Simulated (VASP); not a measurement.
## NbIn2Se3: relaxation of cell and atoms with PBE

Crystal: NbIn2Se3.

```
Nb In Se
1.0
     4.81793    0.00000    0.00000
     0.00000    4.81793    0.00000
     0.00000    0.00000    7.67892
Nb In Se
1 2 3
Direct
  0.00000 0.00000 0.00000
  0.00000 0.00000 0.64869
  0.00000 0.00000 0.35131
  0.50000 0.50000 0.00000
  0.50000 0.50000 0.28601
  0.50000 0.50000 0.71399
```

The cell was generated, and may not be a known phase.

```
Program                : VASP 6.6.1
Task                   : relaxation of cell and atoms
Functional             : PBE
Potentials or basis    : VASP PAW PBE potentials, release 64 (Nb_sv, In_d, Se)
Cutoff                 : 500 eV
k mesh                 : 3 × 3 × 2
Occupations            : gaussian, width 0.15 eV
Spin                   : no spin polarisation
Dipole correction      : no
Further INCAR settings : ALGO = Normal; EDIFF = 1e-07; IBRION = 2; EDIFFG = -0.08; NSW = 36; ISIF = 3
```

```
Relaxed volume                        : 26.30 Å³/atom
Relaxed cell                          : a = 3.672 Å, b = 3.672 Å, c = 11.702 Å, α = 90.00°, β = 90.00°, γ = 90.00°
Space group after relaxing (to 0.1 Å) : P4/mmm (No. 123)
Energy gained by relaxing             : 1281.1 meV/atom
Ionic steps                           : 29
Pressure after relaxing               : 0.1 GPa
Largest force after relaxing          : 0.059 eV/Å
Band gap on the k mesh                : zero (an odd number of electrons rules out a gap without spin polarisation)
```

Forces in eV/Å, atoms in the order of the input:
```
Nb   0.000  0.000  0.000
In   0.000  0.000 -0.059
In   0.000  0.000  0.059
Se   0.000  0.000  0.000
Se   0.000  0.000  0.039
Se   0.000  0.000 -0.039
```

Stress tensor (GPa, compression positive):
```
 0.26  0.00  0.00
 0.00  0.26  0.00
 0.00  0.00 -0.12
```

Step by step:
```
step  energy change (eV)  largest force (eV/Å)  pressure (GPa)  volume (Å³)
   1              0.0000                6.0554            6.12       178.25
   2             -4.1804                0.2127           -9.07       199.59
   3             -4.2068                0.2415           -9.07       199.90
   4             -6.7536                0.4121            0.19       152.83
   5             -6.7576                0.4262            0.94       151.45
   6             -6.8269                0.5332            1.48       152.28
   7             -6.9801                0.8931            3.14       154.48
   8             -6.9837                0.9673            3.89       155.33
   9             -6.9961                0.9642            3.74       155.87
  10             -7.0280                0.9507            3.29       157.47
  11             -7.0661                0.9002            2.34       160.67
  12             -7.0722                0.8870            1.84       162.25
  13             -7.1078                0.8526            1.39       162.74
  14             -7.1859                0.7563            0.14       164.19
  15             -7.2222                0.5918           -1.98       167.00
  16             -7.2271                0.6301           -1.48       166.29
  17             -7.2461                0.6265           -1.29       165.26
  18             -7.2924                0.6179           -0.68       162.21
  19             -7.3322                0.5710            0.74       156.17
  20             -7.3714                0.5496            0.60       156.11
  21             -7.4811                0.5742            0.33       155.90
  22             -7.4617                0.8789            0.63       155.49
  23             -7.5266                0.5046            0.32       155.73
  24             -7.5708                0.4340            0.32       155.99
  25             -7.6515                0.2863            0.30       156.66
  26             -7.6605                0.3365           -0.01       157.69
  27             -7.6682                0.3531            0.13       157.41
  28             -7.6831                0.1821            0.12       157.64
  29             -7.6868                0.0587            0.13       157.82
```

Final structure:
```
Nb In Se
1.0
     3.67244    0.00000    0.00000
     0.00000    3.67244    0.00000
     0.00000    0.00000   11.70174
Nb In Se
1 2 3
Cartesian
  0.0000 0.0000 0.0000
  0.0000 0.0000 8.7570
  0.0000 0.0000 2.9447
  1.8362 1.8362 0.0000
  1.8362 1.8362 4.1690
  1.8362 1.8362 7.5328
```

Levels at points of the mesh, in eV from the Fermi level:
```
           k point  band 27  band 28  band 29  band 30  band 31  band 32
(0.00, 0.00, 0.00)    -0.75    -0.75    -0.46     0.30     0.30     0.73
(0.00, 0.00, 0.50)    -0.67    -0.46    -0.36    -0.26     0.28     0.28
```

Run time: 27 min on 1 thread of Intel Xeon 8259CL, on a shared host, peak memory 0.28 GiB.

Caveat: the k points lie up to 0.57 Å⁻¹ apart in the final cell, too coarse for converged energies and pressures of a metal; a cell axis changed by over 15 % at a fixed basis, so the end point is rough; spin-orbit coupling is left out, which moves the levels of the heavy elements; this functional lacks dispersion, which binds layers or chains, so the pressure and a relaxed spacing across them are unreliable; the relaxation stopped at a loose force limit of 0.08 eV/Å, so its end isn't a converged minimum.
